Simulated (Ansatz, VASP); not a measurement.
Fe in VASP and in Ansatz

The input INCAR:

```
SYSTEM = Fe
  PREC = Accurate
  ENCUT = 520
  EDIFF = 1E-6
  ISMEAR = 0
  SIGMA = 0.05
  LREAL = .FALSE.
  LASPH = .TRUE.
  NELM = 150
  ALGO = Normal
  ISIF = 2
  LWAVE = .FALSE.
  LCHARG = .TRUE.
  ISPIN = 2
  MAGMOM = 2.5 -2.5
  LORBIT = 11
  LMAXMIX = 4
  GGA = PE
  LELF = .TRUE.
  LVHAR = .TRUE.
  NBANDS = 19
```

KPOINTS

```
regular mesh
0
G
  20 20 10
  0 0 0
```

POSCAR

```
Fe
1.0
    0.0000000000      2.8309926884      0.0000000000
    2.8309926884      0.0000000000      0.0000000000
    2.8309926884      2.8309926884     -2.8309926884
Fe
2
Direct
    0.0000000000      0.0000000000      0.0000000000
    0.0000000000      0.0000000000      0.5000000000
```

Input for Ansatz:

```yaml
crystal:
  lattice:
    - [0.0, 2.8309926402, 0.0]
    - [2.8309926402, 0.0, 0.0]
    - [2.8309926402, 2.8309926402, -2.8309926402]
  atoms:
    - { symbol: Fe, position: [0.0, 0.0, 0.0], spin: 2.5 }
    - { symbol: Fe, position: [0.0, 0.0, 0.5], spin: -2.5 }
basis:
  ecutwfc: 420
  ecutrho_ratio: 4
kpoints:
  mp_grid: { grid: [20, 20, 10] }
hamiltonian:
  xc: pbe
scf:
  occupations: { method: gaussian, width: 0.05 }
output:
  forces: true
  stress: true
  eigenvalues: true
  populations: true
magnetization:
  spin_polarized: true
```

Alike in both runs: task single point; functional PBE; k mesh 20 × 20 × 10; occupations gaussian, width 0.05 eV; collinear spin.

|  | VASP | Ansatz |
| --- | --- | --- |
| version | VASP 6.6.1 | Ansatz 0.2.0 |
| potentials or method | VASP PAW PBE potentials, release 64 (Fe), cutoff 520 eV | scalar-relativistic, plane waves, PAW |
| valence electrons in the cell | 16 | 32 |

```tsv
	VASP	Ansatz	Ansatz less VASP
gap on the k mesh at the Fermi level (eV)	none	none	-
pressure (GPa)	-6.1	0.0	+6.07
net moment per atom (μB)	0.00	2.16	+2.163
size of the moment on the site where the two differ most (μB)	1.52	2.21	+0.692
```

The net moments are unlike, so the other rows may belong to different states. Site moments also hang on the region over which each program counts them. A gap of «none» marks a metal or a gap that the smearing closes. VASP's potentials hold 16 valence electrons a cell and Ansatz's 32, so a difference there can come from the potentials and not from the codes. Ansatz's warnings: look outside group, seeded moment not kept, stability check not made.
